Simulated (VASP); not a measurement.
# NiO (I4/mmm) in VASP: notebook

The runs below take NiO through single point, with r2SCAN.

Everything below comes from runs of VASP 6.6.1. Logs are shortened: lines on timing, memory, paths and dates and some standing lists are left out, and cuts for length are marked.

## (1) The cell of the first run

The structure is tetragonal, space group I4/mmm (No. 139). Conventional cell: a = 2.962 Å, b = 2.962 Å, c = 4.021 Å, α = 90.00°, β = 90.00°, γ = 90.00°. Within 2.7 Å of Ni (site symmetry 4/mmm) lie 6 O at 2.01 to 2.09 Å. Within 2.7 Å of O (site symmetry 4/mmm) lie 6 Ni at 2.01 to 2.09 Å.

## (2) Single point, r2SCAN, collinear spin, ferromagnetic start (strain along c alone, the other axes held: -4.0 %)

The input, POSCAR:

```
NiO
1.0
    2.0942984958      2.0942984958      0.0000000000
   -2.0942984958      2.0942984958      0.0000000000
    0.0000000000      0.0000000000      4.0210531119
Ni O
2 2
Direct
    0.0000000000      0.0000000000      0.0000000000
    0.5000000000      0.5000000000      0.5000000000
    0.5000000000      0.5000000000      0.0000000000
    0.0000000000      0.0000000000      0.5000000000
```

The input, INCAR.step1:

```
PREC     = Accurate       # precision mode
ENCUT    = 520            # plane-wave cutoff, eV
ISMEAR   = 0              # smearing method
SIGMA    = 0.02           # smearing width, eV
LREAL    = False          # projectors in reciprocal space
LASPH    = True           # aspherical terms in the spheres
NELM     = 150            # most SCF steps
ISPIN    = 2              # spin polarisation
MAGMOM   = 1.84 1.84 0.31 0.31 # initial moments
LMAXMIX  = 4              # l up to which the mixer works
NBANDS   = 28             # bands
GGA      = PE             # functional
ALGO     = Normal         # electronic algorithm
EDIFF    = 1E-4           # SCF threshold, eV
LWAVE    = True           # write WAVECAR
LCHARG   = False          # write CHGCAR
```

The input, INCAR.step2:

```
PREC     = Accurate       # precision mode
ENCUT    = 520            # plane-wave cutoff, eV
EDIFF    = 1E-7           # SCF threshold, eV
ISMEAR   = 0              # smearing method
SIGMA    = 0.02           # smearing width, eV
LREAL    = False          # projectors in reciprocal space
LASPH    = True           # aspherical terms in the spheres
NELM     = 150            # most SCF steps
ALGO     = Normal         # electronic algorithm
ISIF     = 2              # what is computed and relaxed
LWAVE    = False          # write WAVECAR
LCHARG   = True           # write CHGCAR
ISPIN    = 2              # spin polarisation
MAGMOM   = 1.84 1.84 0.31 0.31 # initial moments
LORBIT   = 11             # projections on sites
LMAXMIX  = 4              # l up to which the mixer works
METAGGA  = R2SCAN         # meta-GGA
LMIXTAU  = True         
LELF     = True           # ELF
LVHAR    = True         
NBANDS   = 28             # bands
ISTART   = 1
```

The input, KPOINTS:

```
Automatic mesh
0
Gamma
  10 10 8
```

Potentials or basis: VASP PAW PBE potentials, release 64 (Ni, O).

Launch:

```bash
$ cat potpaw_PBE.64/Ni/POTCAR potpaw_PBE.64/O/POTCAR > POTCAR
$ cp INCAR.step1 INCAR
$ mpirun -np 1 vasp_std > vasp.out
$ cp INCAR.step2 INCAR
$ mpirun -np 1 vasp_std > vasp.out
```

OUTCAR:

```text
PREC = Accurate
   ENCUT = 520
   EDIFF = 1E-7
   ISMEAR = 0
   LREAL = False
   LASPH = True
   NELM = 150
   ISIF = 2
   ISPIN = 2
   LORBIT = 11
   METAGGA = R2SCAN
   ISTART = 1

 ion  position               nearest neighbor table
   1  0.000  0.000  0.000-   4 2.01   4 2.01   3 2.09   3 2.09   3 2.09   3 2.09   2 2.90   2 2.90
                             2 2.90   2 2.90   2 2.90   2 2.90   2 2.90   2 2.90
   2  0.500  0.500  0.500-   3 2.01   3 2.01   4 2.09   4 2.09   4 2.09   4 2.09   1 2.90   1 2.90
                             1 2.90   1 2.90   1 2.90   1 2.90   1 2.90   1 2.90
   3  0.500  0.500  0.000-   2 2.01   2 2.01   1 2.09   1 2.09   1 2.09   1 2.09
   4  0.000  0.000  0.500-   1 2.01   1 2.01   2 2.09   2 2.09   2 2.09   2 2.09

  LATTYP: Found a simple tetragonal cell.
 ALAT       =     2.9617853364
 C/A-ratio  =     1.3576450199

  Lattice vectors:

 A1 = (   2.0942984958,   2.0942984958,   0.0000000000)
 A2 = (  -2.0942984958,   2.0942984958,   0.0000000000)
 A3 = (   0.0000000000,   0.0000000000,   4.0210531119)

Analysis of symmetry for initial positions (statically):
=====================================================================
 Subroutine PRICEL returns following result:

  LATTYP: Found a body centered tetragonal cell.
 ALAT       =     2.9617853364
 C/A-ratio  =     1.3576450199
[... 12 lines left out ...]
 Subroutine GETGRP returns: Found 16 space group operations
 (whereof 16 operations were pure point group operations)
 out of a pool of 16 trial point group operations.

The static configuration has the point symmetry D_4h.

Analysis of symmetry for dynamics (positions and initial velocities):
=====================================================================
 Subroutine PRICEL returns following result:

  LATTYP: Found a body centered tetragonal cell.
 ALAT       =     2.9617853364
 C/A-ratio  =     1.3576450199
[... 12 lines left out ...]
 Subroutine GETGRP returns: Found 16 space group operations
 (whereof 16 operations were pure point group operations)
 out of a pool of 16 trial point group operations.

The dynamic configuration has the point symmetry D_4h.

Analysis of structural, dynamic, and magnetic symmetry:
=====================================================================
 Subroutine PRICEL returns following result:

  LATTYP: Found a body centered tetragonal cell.
 ALAT       =     2.9617853364
 C/A-ratio  =     1.3576450199
[... 12 lines left out ...]
 Subroutine GETGRP returns: Found 16 space group operations
 (whereof 16 operations were pure point group operations)
 out of a pool of 16 trial point group operations.

The overall configuration has the point symmetry D_4h.

 Subroutine INISYM returns: Found 16 space group operations
 (whereof 16 operations are pure point group operations),
 and found     2 'primitive' translations

----------------------------------------------------------------------------------------

                                     Primitive cell

  volume of cell :      17.6367

  direct lattice vectors                    reciprocal lattice vectors
     0.000000000 -2.094298496 -2.010526556     0.238743427 -0.238743427 -0.248691070
     0.000000000  2.094298496 -2.010526556     0.238743427  0.238743427 -0.248691070
     2.094298496  0.000000000  2.010526556     0.477486854  0.000000000  0.000000000

  length of vectors
     2.903154013  2.903154013  2.903154013     0.419337687  0.419337687  0.477486854

  position of ions in fractional coordinates (direct lattice)
     0.000000000  0.000000000  0.000000000
     0.500000000  0.500000000  0.000000000

  ion indices of the primitive-cell ions
   primitive index   ion index
                 1           1
                 2           4

----------------------------------------------------------------------------------------

 KPOINTS: Automatic mesh

Automatic generation of k-mesh.
 Grid dimensions read from file:
 generate k-points for:   10   10    8

 Generating k-lattice:

  Cartesian coordinates                     Fractional coordinates (reciprocal lattice)
     0.023874343  0.023874343  0.000000000     0.100000000  0.000000000  0.000000000
    -0.023874343  0.023874343  0.000000000     0.000000000  0.100000000  0.000000000
     0.000000000  0.000000000  0.031086384     0.000000000  0.000000000  0.125000000

  Length of vectors
     0.033763419  0.033763419  0.031086384

  Shift w.r.t. Gamma in fractional coordinates (k-lattice)
     0.000000000  0.000000000  0.000000000

 Subroutine IBZKPT returns following result:
 ===========================================

 Found    105 irreducible k-points:

 Following reciprocal coordinates:
            Coordinates               Weight
  0.000000  0.000000  0.000000      1.000000
  0.100000  0.000000  0.000000      4.000000
  0.200000  0.000000  0.000000      4.000000
  0.300000  0.000000  0.000000      4.000000
  0.400000  0.000000  0.000000      4.000000
  0.500000  0.000000  0.000000      2.000000
[... 16 lines left out ...]
  0.100000  0.000000  0.125000      8.000000
  0.200000  0.000000  0.125000      8.000000
 [... further k-points ...]
   k-points           NKPTS =    105   k-points in BZ     NKDIM =    105   number of bands    NBANDS=     28
   number of dos      NEDOS =    301   number of ions     NIONS =      4
   total plane-waves  NPLWV =  17280
   dimension x,y,z NGX =    24 NGY =   24 NGZ =   30
   dimension x,y,z NGXF=    48 NGYF=   48 NGZF=   60
   ions per type =               2   2
   NGX,Y,Z   is equivalent  to a cutoff of  13.47, 13.47, 12.40 a.u.
   NGXF,Y,Z  is equivalent  to a cutoff of  26.94, 26.94, 24.81 a.u.
 SYSTEM =  unknown system
   PREC   = accura    normal or accurate (medium, high low for compatibility)
   ISTART =      1    job   : 0-new  1-cont  2-samecut
   ICHARG =      0    charge: 1-file 2-atom 10-const
   ISPIN  =      2    spin polarized calculation?
   LNONCOLLINEAR =      F non collinear calculations
   LSORBIT =      F    spin-orbit coupling
   LASPH  =      T    aspherical Exc in radial PAW
   ENCUT  =  520.0 eV  38.22 Ry    6.18 a.u.   5.51  5.51  7.48*2*pi/ulx,y,z
   NELM   =    150;   NELMIN=  2; NELMDL=  0     # of ELM steps
   EDIFF  = 0.1E-06   stopping-criterion for ELM
   LREAL  =      F    real-space projection
   EDIFFG = 0.1E-05   stopping-criterion for IOM
   NSW    =      0    number of steps for IOM
   IBRION =     -1    ionic relax: 0-MD 1-quasi-New 2-CG
   NFREE  =      0    steps in history (QN), initial steepest desc. (CG)
   ISIF   =      2    stress and relaxation
   ISYM   =      2    0-nonsym 1-usesym 2-fastsym
   POTIM  = 0.5000    time-step for ionic-motion
   TEBEG  =    0.0;   TEEND  =   0.0 temperature during run
   PSTRESS=    0.0 pullay stress
   NELECT =      32.0000    total number of electrons
   NUPDOWN=      -1.0000    fix difference up-down
   EMIN   =  10.00;   EMAX   =-10.00  energy-range for DOS
   EFERMI =   0.00;   METHOD = LEGACY
   ISMEAR =     0;   SIGMA  =   0.02  broadening in eV -4-tet -1-fermi 0-gaus
   EFERMI_NEDOS =   21; number of points for ismear=-14 and -15
   IALGO  =     38    algorithm
   IMIX   =      4    mixing-type and parameters
     AMIX     =   0.40;   BMIX     =  1.00
     AMIX_MAG =   1.60;   BMIX_MAG =  1.00
  volume/ion in A,a.u.               =       8.82        59.51
  Fermi-wavevector in a.u.,A,eV,Ry     =   1.584805  2.994847 34.172487  2.511607
  Thomas-Fermi vector in A             =   2.684367
   LORBIT       =     11    0 simple, 1 ext, 2 COOP (PROOUT), +10 PAW based schemes
   METAGGA = R2SCAN    functional components
   LHFCALC =     F    Hartree Fock is set to
   AEXX    =    0.0000 exact exchange contribution
   IVDW    =     0    specifies the selected vdW correction
   LEPSILON=     F    determine dielectric tensor
   LRPA    =     F    only Hartree local field effects (RPA)
 spin polarized calculation
 Gauss-broadening in eV      SIGMA  =   0.02
  energy-cutoff  :      520.00
  volume of cell :       35.27
 maximum number of plane-waves:       966
 NGX is ok and might be reduce to    24
   NGX = 11   NGY = 11   NGZ = 15

 number of electron      31.9999955 magnetization       3.9999983

 Free energy of the ion-electron system (eV)
  ---------------------------------------------------
  ext. energy  EPLUGINS =         0.00000000
  ---------------------------------------------------
  free energy    TOTEN  =       -40.13465322 eV

  energy without entropy =      -40.13465322  energy(sigma->0) =      -40.13465322

 E-fermi :   8.3289     XC(G=0): -13.6139

 val. band max:        8.2327101180   @ k =   0.5000   0.0000   0.5000
 cond. band min:       8.5880661458   @ k =   0.0000   0.0000   0.0000
 fundamental gap:      0.3553560278
 Fermi energy:         8.3289484027

 spin component 1

 k-point     1 :       0.0000    0.0000    0.0000
  band No.  band energies     occupation
      1     -13.4242      1.00000
      2     -11.9068      1.00000
      3       0.9969      1.00000
      4       3.5480      1.00000
      5       3.5480      1.00000
      6       3.9133      1.00000
[... 733 lines left out ...]
     27      26.9254      0.00000
     28      29.7924      0.00000

 [... further k-points ...]

 spin component 2

 k-point     1 :       0.0000    0.0000    0.0000
  band No.  band energies     occupation
      1     -12.8868      1.00000
      2     -11.2089      1.00000
      3       1.4347      1.00000
      4       4.1591      1.00000
      5       4.1591      1.00000
      6       4.7651      1.00000
[... 733 lines left out ...]
     27      27.4892      0.00000
     28      30.3714      0.00000

 [... further k-points ...]
[... 5 lines left out ...]
  --------------------------------------------------------------------------------------
  -------------------------------------------------------------------------------------
  Total        1.2855422      1.2855422      4.3581411      0.0000000     -0.0000000     -0.0000000
  in kB       58.3915455     58.3915455    197.9542848      0.0000000     -0.0000000     -0.0000000
  external PRESSURE =     104.9124586 kB  Pullay stress =       0.0000000 kB

 VOLUME and BASIS-vectors are now :
 -----------------------------------------------------------------------------
  energy-cutoff  :      520.00
  volume of cell :       35.27
      direct lattice vectors                 reciprocal lattice vectors
     2.094298496  2.094298496  0.000000000     0.238743427  0.238743427  0.000000000
    -2.094298496  2.094298496  0.000000000    -0.238743427  0.238743427  0.000000000
     0.000000000  0.000000000  4.021053112     0.000000000  0.000000000  0.248691070

 POSITION                                       TOTAL-FORCE (eV/Angst)
 -----------------------------------------------------------------------------------
      0.00000      0.00000      0.00000         0.000000     -0.000000      0.000000
      0.00000      2.09430      2.01053         0.000000     -0.000000     -0.000000
      0.00000      2.09430      0.00000         0.000000     -0.000000      0.000000
      0.00000      0.00000      2.01053        -0.000000      0.000000      0.000000
 -----------------------------------------------------------------------------------
    total drift:                                0.000000     -0.000000     -0.000000

  FREE ENERGIE OF THE ION-ELECTRON SYSTEM (eV)
  ---------------------------------------------------
  free  energy   TOTEN  =       -40.1346532225 eV

  energy  without entropy=      -40.1346532225  energy(sigma->0) =      -40.13465322

 total charge

# of ion       s       p       d       tot
------------------------------------------
    1        0.350   0.450   8.199   8.999
    2        0.350   0.450   8.199   8.999
    3        1.555   3.517   0.000   5.072
    4        1.555   3.517   0.000   5.072
--------------------------------------------------
tot          3.811   7.932  16.398  28.141

 magnetization (x)

# of ion       s       p       d       tot
------------------------------------------
    1        0.012   0.013   1.663   1.688
    2        0.012   0.013   1.663   1.688
    3        0.030   0.251   0.000   0.281
    4        0.030   0.251   0.000   0.281
--------------------------------------------------
tot          0.084   0.527   3.326   3.938
```

Run time: 4.5 min. Hardware: 1 thread of Intel Xeon 6975P-C (Granite Rapids), shared host; peak memory 0.26 GiB.

Results:

```
Free energy                                           : -40.1347 eV
Pressure                                              : 10.5 GPa
Band gap on the k mesh                                : 0.36 eV
Net moment                                            : 4.00 μB per cell
Site moments                                          : Ni +1.69; O +0.28 μB
Valence electrons inside the program's atomic spheres : Ni 9.00; O 5.07
```

Stress tensor (GPa, compression positive):
```
 5.84  0.00  0.00
 0.00  5.84  0.00
 0.00  0.00 19.80
```

Levels at points of the mesh, in eV from the valence-band top:
Spin up:
| k point | band 14 | band 15 | band 16 | band 17 | band 18 | band 19 | band 20 | band 21 | band 22 | band 23 |
| --- | --- | --- | --- | --- | --- | --- | --- | --- | --- | --- |
| (0.00, 0.00, 0.00) | -3.21 | -3.14 | -3.14 | -2.39 | -2.39 | 2.18 | 6.79 | 12.04 | 12.29 | 17.60 |
| (0.50, 0.00, 0.00) | -2.17 | -2.12 | -2.12 | -0.58 | -0.58 | 7.70 | 7.70 | 11.63 | 11.63 | 12.32 |
| (0.50, 0.50, 0.00) | -3.32 | -2.47 | -2.47 | -2.36 | -2.36 | 6.83 | 6.83 | 11.45 | 11.45 | 12.89 |
| (0.00, 0.00, 0.50) | -2.25 | -1.98 | -1.98 | -1.98 | -1.98 | 6.32 | 6.32 | 13.79 | 13.79 | 14.66 |
| (0.50, 0.00, 0.50) | -2.04 | -0.31 | -0.31 | 0.00 | 0.00 | 6.18 | 6.18 | 11.05 | 11.05 | 14.38 |
| (0.50, 0.50, 0.50) | -2.37 | -2.37 | -2.37 | -1.85 | -1.85 | 9.56 | 9.56 | 11.34 | 11.34 | 11.34 |
Spin down:
```csv
k point,band 12,band 13,band 14,band 15,band 16,band 17
"(0.00, 0.00, 0.00)",-2.42,-1.42,-1.42,0.36,0.44,0.94
"(0.50, 0.00, 0.00)",-1.45,-1.21,-1.21,1.50,1.50,3.11
"(0.50, 0.50, 0.00)",-1.51,-1.39,-1.39,0.89,0.89,1.54
"(0.00, 0.00, 0.50)",-1.05,-1.05,-1.05,0.64,0.64,1.56
"(0.50, 0.00, 0.50)",-1.40,-1.09,-1.09,3.16,3.16,3.56
"(0.50, 0.50, 0.50)",-1.45,-1.45,-1.45,1.28,1.28,2.16
```

Caveat: the cell differs from its parent crystal (strain along c alone, the other axes held: -4.0 %); the stress differs along the axes, from 6 to 20 GPa; semilocal functionals underestimate gaps, and a narrow one can read as zero; the PAW data sets were made with another functional, which shifts forces and pressure a little.

## (3) Single point, r2SCAN, collinear spin, ferromagnetic start

POSCAR is that of step 2.

The input, INCAR.step1:

```
PREC = Accurate
ENCUT = 520
ISMEAR = 0
SIGMA = 0.02
LREAL = False
LASPH = True
NELM = 150
ISPIN = 2
MAGMOM = 1.82 1.82 0.32 0.32
LMAXMIX = 4
NBANDS = 28
GGA = PE
ALGO = Normal
EDIFF = 1E-4
LWAVE = True
LCHARG = False
```

The input, INCAR.step2:

```
PREC = Accurate
ENCUT = 520
EDIFF = 1E-6
ISMEAR = 0
SIGMA = 0.02
LREAL = False
LASPH = True
NELM = 150
ALGO = Normal
ISIF = 2
LWAVE = False
LCHARG = False
ISPIN = 2
MAGMOM = 1.82 1.82 0.32 0.32
LORBIT = 11
LMAXMIX = 4
METAGGA = R2SCAN
LMIXTAU = True
NBANDS = 28
ISTART = 1
```

KPOINTS is that of step 2.

Potentials or basis: VASP PAW PBE potentials, release 64 (Ni, O).

Launch:

```bash
$ cat potpaw_PBE.64/Ni/POTCAR potpaw_PBE.64/O/POTCAR > POTCAR
$ cp INCAR.step1 INCAR
$ mpirun -np 1 vasp_std > vasp.out
$ cp INCAR.step2 INCAR
$ mpirun -np 1 vasp_std > vasp.out
```

It took 4.4 min on 1 thread of Intel Xeon 6975P-C (Granite Rapids), shared host; peak memory 0.27 GiB.

Results (log left out):

- Free energy: -40.1347 eV
- Pressure: 10.5 GPa
- Band gap on the k mesh: 0.36 eV
- Net moment: 4.00 μB per cell
- Site moments: Ni +1.69; O +0.28 μB
- Valence electrons inside the program's atomic spheres: Ni 9.00; O 5.07

Stress tensor (GPa, compression positive):
```
 5.85  0.00  0.00
 0.00  5.85  0.00
 0.00  0.00 19.81
```

Levels at points of the mesh, in eV from the valence-band top:
Spin up:
| k point | band 14 | band 15 | band 16 | band 17 | band 18 | band 19 | band 20 | band 21 | band 22 | band 23 |
| --- | --- | --- | --- | --- | --- | --- | --- | --- | --- | --- |
| (0.00, 0.00, 0.00) | -3.21 | -3.14 | -3.14 | -2.39 | -2.39 | 2.18 | 6.79 | 12.04 | 12.29 | 17.60 |
| (0.50, 0.00, 0.00) | -2.17 | -2.12 | -2.12 | -0.58 | -0.58 | 7.70 | 7.70 | 11.63 | 11.63 | 12.32 |
| (0.50, 0.50, 0.00) | -3.32 | -2.47 | -2.47 | -2.36 | -2.36 | 6.83 | 6.83 | 11.45 | 11.45 | 12.89 |
| (0.00, 0.00, 0.50) | -2.25 | -1.98 | -1.98 | -1.98 | -1.98 | 6.32 | 6.32 | 13.79 | 13.79 | 14.66 |
| (0.50, 0.00, 0.50) | -2.04 | -0.31 | -0.31 | 0.00 | 0.00 | 6.18 | 6.18 | 11.05 | 11.05 | 14.38 |
| (0.50, 0.50, 0.50) | -2.37 | -2.37 | -2.37 | -1.85 | -1.85 | 9.56 | 9.56 | 11.34 | 11.34 | 11.34 |
Spin down:
| k point | band 10 | band 11 | band 12 | band 13 | band 14 | band 15 | band 16 | band 17 | band 18 | band 19 |
| --- | --- | --- | --- | --- | --- | --- | --- | --- | --- | --- |
| (0.00, 0.00, 0.00) | -2.43 | -2.42 | -2.42 | -1.42 | -1.42 | 0.36 | 0.44 | 0.94 | 1.63 | 2.79 |
| (0.50, 0.00, 0.00) | -1.94 | -1.45 | -1.45 | -1.21 | -1.21 | 1.50 | 1.50 | 3.11 | 3.11 | 8.32 |
| (0.50, 0.50, 0.00) | -3.44 | -1.51 | -1.51 | -1.39 | -1.39 | 0.89 | 0.90 | 1.54 | 1.54 | 7.48 |
| (0.00, 0.00, 0.50) | -2.96 | -1.05 | -1.05 | -1.05 | -1.05 | 0.64 | 0.64 | 1.56 | 1.56 | 7.40 |
| (0.50, 0.00, 0.50) | -1.60 | -1.40 | -1.40 | -1.09 | -1.09 | 3.16 | 3.16 | 3.56 | 3.56 | 6.49 |
| (0.50, 0.50, 0.50) | -1.51 | -1.45 | -1.45 | -1.45 | -1.45 | 1.28 | 1.28 | 2.16 | 2.16 | 10.43 |

Caveat: the stress differs along the axes, from 6 to 20 GPa; semilocal functionals underestimate gaps, and a narrow one can read as zero; the PAW data sets were made with another functional, which shifts forces and pressure a little.
